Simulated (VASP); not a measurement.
Input of a VASP 6.6.1 run:

INCAR

```
PREC = Accurate
ENCUT = 520
EDIFF = 1E-6
ISMEAR = 0
SIGMA = 0.1
LREAL = False
LASPH = True
NELM = 100
ALGO = Normal
ISIF = 2
LWAVE = False
LCHARG = False
GGA = PE
NBANDS = 18
```

The input KPOINTS:

```
regular mesh
0
Gamma
  14 14 10
```

File POSCAR:

```
P
1.0
    2.4370900813     -2.4204878007      0.0000000000
    2.4370900813      2.4204878007      0.0000000000
    0.0000000000      0.0000000000      5.1419112320
P
4
Direct
    0.2500000000      0.7500000000      0.4316685904
    0.7500000000      0.2500000000      0.5683314096
    0.0000000000      0.5000000000      0.0000000000
    0.5000000000      0.0000000000      0.0000000000
```

Potentials or basis: VASP PAW PBE potentials, release 64 (P).

Run with:

```console
$ cat potpaw_PBE.64/P/POTCAR > POTCAR
$ mpirun -np 1 vasp_std > vasp.out
```

(1) Predict the largest force.

(2) Predict the band gap on the k mesh.

(3) Estimate the pressure.

## Answers

(1) 0.005 eV/Å.

(2) zero (bands 10 and 11 overlap by 3.66 eV).

(3) -0.2 GPa.
